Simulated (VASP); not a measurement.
Write the native input for VASP 6.6.1 that does the following.

```yaml
Task: single point
Functional: LDA
Potentials_or_basis: VASP PAW LDA potentials, release 64 (Ge_d)
Cutoff: 520 eV
k_mesh: 11 × 11 × 11
Occupations: fermi-dirac, width 0.1 eV
Spin: no spin polarisation
Dipole_correction: no
Further_INCAR_settings: ALGO = Normal; EDIFF = 1e-06; NBANDS = 21
```

The structure of Ge lies in POSCAR:

```
Ge
1.0
   -2.4274844514      2.5781968159      1.3975615138
    2.4274844514     -2.5781968159      1.3975615138
    2.4274844514      2.5781968159     -1.3975615138
Ge
2
Direct
    0.1859400000      0.9359400000      0.2500000000
    0.8140600000      0.0640600000      0.7500000000
```

The input as run:

INCAR

```
PREC = Accurate
ENCUT = 520
EDIFF = 1E-6
ISMEAR = -1
SIGMA = 0.1
LREAL = False
LASPH = True
NELM = 80
ALGO = Normal
ISIF = 2
LWAVE = False
LCHARG = True
LELF = True
LVHAR = True
NBANDS = 21
```

KPOINTS

```
Automatic mesh
0
Gamma
  11 11 11
```

Potentials or basis: VASP PAW LDA potentials, release 64 (Ge_d).

Launch:

```console
$ cat potpaw_LDA.64/Ge_d/POTCAR > POTCAR
$ mpirun -np 1 vasp_std > vasp.out
```

It gave:

```
Pressure               : 2.3 GPa
Largest force          : 0.054 eV/Å
Band gap on the k mesh : zero (band 14 reaches 9.55 eV, above the bottom of band 15 at 3.74 eV)
```

It took 97 s on 1 thread of Intel(R) Xeon(R) Platinum 8124M CPU @ 3.00GHz (Skylake/Cascade Lake) (shared host), peak memory 0.23 GiB.
